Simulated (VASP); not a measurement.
# As (Im-3m) in VASP: further runs, part 2 of 3

VASP 6.6.1.

### 3 Relaxation of cell and atoms, PBE, target pressure 120 GPa, at which the enthalpy is minimised

This run uses another cell than the first one, of 11.66 Å³/atom, 1.010 times its volume.

INCAR

```
SYSTEM = As
PREC = Accurate ; ENCUT = 600
EDIFF = 1E-6 ; ISMEAR = -1
SIGMA = 0.05 ; LREAL = .FALSE.
LASPH = .TRUE. ; NELM = 80
ALGO = Normal ; ISIF = 3
LWAVE = .FALSE. ; LCHARG = .FALSE.
GGA = PE ; IBRION = 2
NSW = 60 ; EDIFFG = -0.005
PSTRESS = 1200.0
```

KPOINTS

```
Automatic mesh
0
G
  19 19 19
  0 0 0
```

POSCAR

```
As
1.0
   -1.4284105889      1.4284105889      1.4284105889
    1.4284105889     -1.4284105889      1.4284105889
    1.4284105889      1.4284105889     -1.4284105889
As
1
Direct
    0.0000000000      0.0000000000      0.0000000000
```

Potentials or basis: VASP PAW PBE potentials, release 64 (As).

Started as:

```sh
> cat potpaw_PBE.64/As/POTCAR > POTCAR
> mpirun -np 1 vasp_std > vasp.out
```

OUTCAR:

```text
SYSTEM = As
   PREC = Accurate
   ENCUT = 600
   EDIFF = 1E-6
   ISMEAR = -1
   LREAL = .FALSE.
   LASPH = .TRUE.
   NELM = 80
   ISIF = 3
   GGA = PE
   IBRION = 2
   NSW = 60
   EDIFFG = -0.005
   PSTRESS = 1200.0

 ion  position               nearest neighbor table
   1  0.000  0.000  0.000-

  LATTYP: Found a body centered cubic cell.
 ALAT       =     2.8568211778

  Lattice vectors:

 A1 = (  -1.4284105889,   1.4284105889,   1.4284105889)
 A2 = (   1.4284105889,  -1.4284105889,   1.4284105889)
 A3 = (   1.4284105889,   1.4284105889,  -1.4284105889)

Analysis of symmetry for initial positions (statically):
=====================================================================
 Subroutine PRICEL returns:
 Original cell was already a primitive cell.

 Routine SETGRP: Setting up the symmetry group for a
 body centered cubic supercell.

 Subroutine GETGRP returns: Found 48 space group operations
 (whereof 48 operations were pure point group operations)
 out of a pool of 48 trial point group operations.

The static configuration has the point symmetry O_h .

Analysis of symmetry for dynamics (positions and initial velocities):
=====================================================================
 Subroutine PRICEL returns:
 Original cell was already a primitive cell.

 Routine SETGRP: Setting up the symmetry group for a
 body centered cubic supercell.

 Subroutine GETGRP returns: Found 48 space group operations
 (whereof 48 operations were pure point group operations)
 out of a pool of 48 trial point group operations.

The dynamic configuration has the point symmetry O_h .

 Subroutine INISYM returns: Found 48 space group operations
 (whereof 48 operations are pure point group operations),
 and found     1 'primitive' translations

----------------------------------------------------------------------------------------

                                     Primitive cell

  volume of cell :      11.6579

  direct lattice vectors                    reciprocal lattice vectors
    -1.428410589  1.428410589  1.428410589     0.000000000  0.350039410  0.350039410
     1.428410589 -1.428410589  1.428410589     0.350039410  0.000000000  0.350039410
     1.428410589  1.428410589 -1.428410589     0.350039410  0.350039410  0.000000000

  length of vectors
     2.474079714  2.474079714  2.474079714     0.495030481  0.495030481  0.495030481

  position of ions in fractional coordinates (direct lattice)
     0.000000000  0.000000000  0.000000000

  ion indices of the primitive-cell ions
   primitive index   ion index
                 1           1

----------------------------------------------------------------------------------------

 KPOINTS: Automatic mesh

Automatic generation of k-mesh.
 Grid dimensions read from file:
 generate k-points for:   19   19   19

 Generating k-lattice:

  Cartesian coordinates                     Fractional coordinates (reciprocal lattice)
     0.000000000  0.018423127  0.018423127     0.052631579  0.000000000  0.000000000
     0.018423127  0.000000000  0.018423127     0.000000000  0.052631579  0.000000000
     0.018423127  0.018423127  0.000000000     0.000000000  0.000000000  0.052631579

  Length of vectors
     0.026054236  0.026054236  0.026054236

  Shift w.r.t. Gamma in fractional coordinates (k-lattice)
     0.000000000  0.000000000  0.000000000

 Subroutine IBZKPT returns following result:
 ===========================================

 Found    220 irreducible k-points:

 Following reciprocal coordinates:
            Coordinates               Weight
  0.000000  0.000000  0.000000      1.000000
  0.052632  0.000000  0.000000     12.000000
  0.105263  0.000000  0.000000     12.000000
  0.157895  0.000000  0.000000     12.000000
  0.210526  0.000000  0.000000     12.000000
  0.263158  0.000000  0.000000     12.000000
[... 16 lines left out ...]
  0.263158  0.105263 -0.000000     48.000000
  0.315789  0.105263  0.000000     48.000000
 [... further k-points ...]
   k-points           NKPTS =    220   k-points in BZ     NKDIM =    220   number of bands    NBANDS=      6
   number of dos      NEDOS =    301   number of ions     NIONS =      1
   total plane-waves  NPLWV =   8000
   dimension x,y,z NGX =    20 NGY =   20 NGZ =   20
   dimension x,y,z NGXF=    40 NGYF=   40 NGZF=   40
   ions per type =               1
   NGX,Y,Z   is equivalent  to a cutoff of  13.44, 13.44, 13.44 a.u.
   NGXF,Y,Z  is equivalent  to a cutoff of  26.88, 26.88, 26.88 a.u.
 SYSTEM =  As
   PREC   = accura    normal or accurate (medium, high low for compatibility)
   ISTART =      0    job   : 0-new  1-cont  2-samecut
   ICHARG =      2    charge: 1-file 2-atom 10-const
   ISPIN  =      1    spin polarized calculation?
   LNONCOLLINEAR =      F non collinear calculations
   LSORBIT =      F    spin-orbit coupling
   LASPH  =      T    aspherical Exc in radial PAW
   ENCUT  =  600.0 eV  44.10 Ry    6.64 a.u.   4.94  4.94  4.94*2*pi/ulx,y,z
   NELM   =     80;   NELMIN=  2; NELMDL= -5     # of ELM steps
   EDIFF  = 0.1E-05   stopping-criterion for ELM
   LREAL  =      F    real-space projection
   EDIFFG = -.5E-02   stopping-criterion for IOM
   NSW    =     60    number of steps for IOM
   IBRION =      2    ionic relax: 0-MD 1-quasi-New 2-CG
   NFREE  =      1    steps in history (QN), initial steepest desc. (CG)
   ISIF   =      3    stress and relaxation
   ISYM   =      2    0-nonsym 1-usesym 2-fastsym
   POTIM  = 0.5000    time-step for ionic-motion
   TEBEG  =    0.0;   TEEND  =   0.0 temperature during run
   PSTRESS= 1200.0 pullay stress
   NELECT =       5.0000    total number of electrons
   NUPDOWN=      -1.0000    fix difference up-down
   EMIN   =  10.00;   EMAX   =-10.00  energy-range for DOS
   EFERMI =   0.00;   METHOD = LEGACY
   ISMEAR =    -1;   SIGMA  =   0.05  broadening in eV -4-tet -1-fermi 0-gaus
   EFERMI_NEDOS =   21; number of points for ismear=-14 and -15
   IALGO  =     38    algorithm
   IMIX   =      4    mixing-type and parameters
     AMIX     =   0.40;   BMIX     =  1.00
     AMIX_MAG =   1.60;   BMIX_MAG =  1.00
  volume/ion in A,a.u.               =      11.66        78.67
  Fermi-wavevector in a.u.,A,eV,Ry     =   1.234597  2.333049 20.738394  1.524229
  Thomas-Fermi vector in A             =   2.369280
   LORBIT       =      0    0 simple, 1 ext, 2 COOP (PROOUT), +10 PAW based schemes
   GGA     = PE    functional components
   LHFCALC =     F    Hartree Fock is set to
   AEXX    =    0.0000 exact exchange contribution
   IVDW    =     0    specifies the selected vdW correction
   LEPSILON=     F    determine dielectric tensor
   LRPA    =     F    only Hartree local field effects (RPA)
 conjugate gradient relaxation of ions
 non-spin polarized calculation
  energy-cutoff  :      600.00
  volume of cell :       11.66
 maximum number of plane-waves:       402
   NGX =  9   NGY =  9   NGZ =  9

--------------------------------------- Ionic step        1  -------------------------------------------

 number of electron       5.0000000 magnetization

 Free energy of the ion-electron system (eV)
  ---------------------------------------------------
  ext. energy  EPLUGINS =         0.00000000
  ---------------------------------------------------
  free energy    TOTEN  =        -2.48745345 eV

  energy without entropy =       -2.48478420  energy(sigma->0) =       -2.48611882

------------------------ aborting loop because EDIFF is reached ----------------------------------------

  FORCE on cell =-STRESS in cart. coord.  units (eV):
  Direction    XX          YY          ZZ          XY          YZ          ZX
  --------------------------------------------------------------------------------------
  -------------------------------------------------------------------------------------
  Total        8.6019267      8.6019267      8.6019267     -0.0000000      0.0000000     -0.0000000
  in kB     1182.1896260   1182.1896260   1182.1896260     -0.0000000      0.0000000     -0.0000000
  external PRESSURE =     -17.8103740 kB  Pullay stress =    1200.0000000 kB
[... 61 lines left out ...]
--------------------------------------- Ionic step        3  -------------------------------------------

 number of electron       5.0000000 magnetization

 Free energy of the ion-electron system (eV)
  ---------------------------------------------------
  ext. energy  EPLUGINS =         0.00000000
  ---------------------------------------------------
  free energy    TOTEN  =        -2.45629348 eV

  energy without entropy =       -2.45359415  energy(sigma->0) =       -2.45494381

 E-fermi :  13.4944     XC(G=0): -13.0775

 val. band max:       13.4907589055   @ k =   0.3684   0.1579   0.1053
 cond. band min:      13.5122490979   @ k =  -0.4737  -0.4737   0.3684
 fundamental gap:      0.0214901924
 Fermi energy:        13.4943879547

 k-point     1 :       0.0000    0.0000    0.0000
  band No.  band energies     occupation
      1      -7.3497      2.00000
      2      24.7892      0.00000
      3      24.7892      0.00000
      4      24.7892      0.00000
      5      29.2295      0.00000
      6      29.2295      0.00000
[... 199 lines left out ...]
 k-point    24 :       0.3158    0.1053    0.0000
  band No.  band energies     occupation
      1      -1.9501      2.00000
      2       7.9260      2.00000
      3      15.3138      0.00000
      4      19.0783      0.00000
      5      24.7011      0.00000
      6      27.4537      0.00000

 [... further k-points ...]
[... 5 lines left out ...]
  --------------------------------------------------------------------------------------
  -------------------------------------------------------------------------------------
  Total        8.7006204      8.7006204      8.7006204      0.0000000      0.0000000      0.0000000
  in kB     1200.0691624   1200.0691624   1200.0691624      0.0000000      0.0000000      0.0000000
  external PRESSURE =       0.0691624 kB  Pullay stress =    1200.0000000 kB
[... 20 lines left out ...]
  energy  without entropy=       -2.4535941502  energy(sigma->0) =       -2.45494381

  enthalpy is  TOTEN    =         6.2438254610 eV   P V=        8.7001189397

 reached required accuracy - stopping structural energy minimisation
```

OSZICAR:

```text
N       E                     dE             d eps       ncg     rms          rms(c)
DAV:   1     0.810633940944E+01    0.81063E+01   -0.27767E+03  2676   0.764E+02
DAV:   2    -0.243587990694E+01   -0.10542E+02   -0.99468E+01  3726   0.818E+01
[... 13 lines left out ...]
   2 F= 0.62480375E+01 E0= 0.62494428E+01  d E =0.397123E-02
       N       E                     dE             d eps       ncg     rms          rms(c)
DAV:   1    -0.245733377291E+01   -0.13660E+00   -0.38568E-02  3066   0.136E+00    0.231E-01
DAV:   2    -0.245665568588E+01    0.67809E-03   -0.32121E-04  2904   0.199E-01    0.130E-01
DAV:   3    -0.245629276967E+01    0.36292E-03   -0.44813E-04  2832   0.153E-01    0.216E-02
DAV:   4    -0.245629347866E+01   -0.70899E-06   -0.95585E-07  2904   0.147E-02
   3 F= 0.62438255E+01 E0= 0.62451751E+01  d E =-.240788E-03
```

CONTCAR:

```text
As
   1.00000000000000
    -1.4266962234676202    1.4266962234676202    1.4266962234676202
     1.4266962234676202   -1.4266962234676202    1.4266962234676202
     1.4266962234676202    1.4266962234676202   -1.4266962234676202
  As
     1
Direct
     0.0000000000000000    0.0000000000000000    0.0000000000000000

  0.00000000E+00  0.00000000E+00  0.00000000E+00
```

Run time: 9.2 s. Hardware: 1 thread of Intel Xeon 6975P-C (Granite Rapids), shared host; peak memory 0.14 GiB.

What came out:

* Free energy: -2.4563 eV
* Relaxed volume: 11.62 Å³/atom
* Relaxed cell: a = 2.471 Å, b = 2.471 Å, c = 2.471 Å, α = 109.47°, β = 109.47°, γ = 109.47°
* Space group after relaxing (to 0.05 Å): Im-3m (No. 229)
* Energy change on relaxing (the enthalpy is what falls): +31.2 meV/atom
* Ionic steps: 3
* Pressure after relaxing: 120.0 GPa

The path:
```tsv
step	energy change (eV)	largest force (eV/Å)	pressure (GPa)	volume (Å³)
1	0.0000	0.0000	118.22	11.66
2	0.1667	0.0000	127.82	11.44
3	0.0312	0.0000	120.01	11.62
```

Final structure:
```
As
1.0
    -1.42670    1.42670    1.42670
     1.42670   -1.42670    1.42670
     1.42670    1.42670   -1.42670
As
1
Direct
  0.00000 0.00000 0.00000
```

Levels at points of the mesh, in eV from the Fermi level:
```csv
k point,band 1,band 2,band 3,band 4,band 5,band 6
"(0.00, 0.00, 0.00)",-20.84,11.29,11.29,11.29,15.74,15.74
```

Caveat: the cell is relaxed towards a set pressure, so the enthalpy falls and the energy may rise.

### 4 Single point, PBE

INCAR

```
  ALGO = Normal
  EDIFF = 1E-6
  ENCUT = 520
  GGA = PE
  ISIF = 2
  ISMEAR = -1
  LASPH = True
  LCHARG = False
  LREAL = False
  LWAVE = False
  NBANDS = 8
  NELM = 100
  PREC = Accurate
  SIGMA = 0.05
```

KPOINTS

```
k-points
0
Gamma
  19 19 19
```

POSCAR

```
As
1.0
   -1.4238162119      1.4238162119      1.4238162119
    1.4238162119     -1.4238162119      1.4238162119
    1.4238162119      1.4238162119     -1.4238162119
As
1
Direct
    0.0000000000      0.0000000000      0.0000000000
```

Potentials or basis: VASP PAW PBE potentials, release 64 (As).

Started as:

```sh
> cat potpaw_PBE.64/As/POTCAR > POTCAR
> mpirun -np 1 vasp_std > vasp.out
```

OUTCAR:

```text
EDIFF = 1E-6
   ENCUT = 520
   GGA = PE
   ISIF = 2
   ISMEAR = -1
   LASPH = True
   LREAL = False
   NELM = 100
   PREC = Accurate

 ion  position               nearest neighbor table
   1  0.000  0.000  0.000-

  LATTYP: Found a body centered cubic cell.
 ALAT       =     2.8476324238

  Lattice vectors:

 A1 = (  -1.4238162119,   1.4238162119,   1.4238162119)
 A2 = (   1.4238162119,  -1.4238162119,   1.4238162119)
 A3 = (   1.4238162119,   1.4238162119,  -1.4238162119)

Analysis of symmetry for initial positions (statically):
=====================================================================
 Subroutine PRICEL returns:
 Original cell was already a primitive cell.

 Routine SETGRP: Setting up the symmetry group for a
 body centered cubic supercell.

 Subroutine GETGRP returns: Found 48 space group operations
 (whereof 48 operations were pure point group operations)
 out of a pool of 48 trial point group operations.

The static configuration has the point symmetry O_h .

Analysis of symmetry for dynamics (positions and initial velocities):
[... 157 lines left out ...]

 val. band max:       13.5859380583   @ k =   0.3684   0.1579   0.1053
 cond. band min:      13.6385265161   @ k =  -0.2632   0.3158   0.2105
 fundamental gap:      0.0525884578
 Fermi energy:        13.6004297860

 k-point     1 :       0.0000    0.0000    0.0000
  band No.  band energies     occupation
      1      -7.3330      2.00000
      2      24.9801      0.00000
      3      24.9801      0.00000
      4      24.9801      0.00000
      5      29.3739      0.00000
      6      29.3739      0.00000
      7      29.3739      0.00000
      8      32.3438      0.00000
[... 243 lines left out ...]
 k-point    24 :       0.3158    0.1053    0.0000
  band No.  band energies     occupation
      1      -1.9078      2.00000
      2       8.0099      2.00000
      3      15.4292      0.00000
      4      19.2047      0.00000
      5      24.8403      0.00000
      6      27.6109      0.00000
      7      32.1330      0.00000
      8      38.6017      0.00000

 [... further k-points ...]

------------------------ aborting loop because EDIFF is reached ----------------------------------------

  FORCE on cell =-STRESS in cart. coord.  units (eV):
  Direction    XX          YY          ZZ          XY          YZ          ZX
  --------------------------------------------------------------------------------------
  -------------------------------------------------------------------------------------
  Total        8.8710462      8.8710462      8.8710462      0.0000000     -0.0000000      0.0000000
  in kB     1231.0158142   1231.0158142   1231.0158142      0.0000000     -0.0000000      0.0000000
  external PRESSURE =    1231.0158142 kB  Pullay stress =       0.0000000 kB

 VOLUME and BASIS-vectors are now :
 -----------------------------------------------------------------------------
  energy-cutoff  :      520.00
  volume of cell :       11.55
      direct lattice vectors                 reciprocal lattice vectors
    -1.423816212  1.423816212  1.423816212     0.000000000  0.351168919  0.351168919
     1.423816212 -1.423816212  1.423816212     0.351168919  0.000000000  0.351168919
     1.423816212  1.423816212 -1.423816212     0.351168919  0.351168919  0.000000000

 POSITION                                       TOTAL-FORCE (eV/Angst)
 -----------------------------------------------------------------------------------
      0.00000      0.00000      0.00000         0.000000      0.000000     -0.000000
 -----------------------------------------------------------------------------------
    total drift:                                0.000000     -0.000000      0.000000

  FREE ENERGIE OF THE ION-ELECTRON SYSTEM (eV)
  ---------------------------------------------------
  free  energy   TOTEN  =        -2.4029059056 eV

  energy  without entropy=       -2.4001667634  energy(sigma->0) =       -2.40153633
```

It took 6.8 s on 1 thread of Intel Xeon Platinum 8559C (Emerald Rapids), shared host; peak memory 0.12 GiB.

Results:

```yaml
Free_energy: -2.4029 eV
Pressure: 123.1 GPa
```

(Part 2 of 3 ends here.)
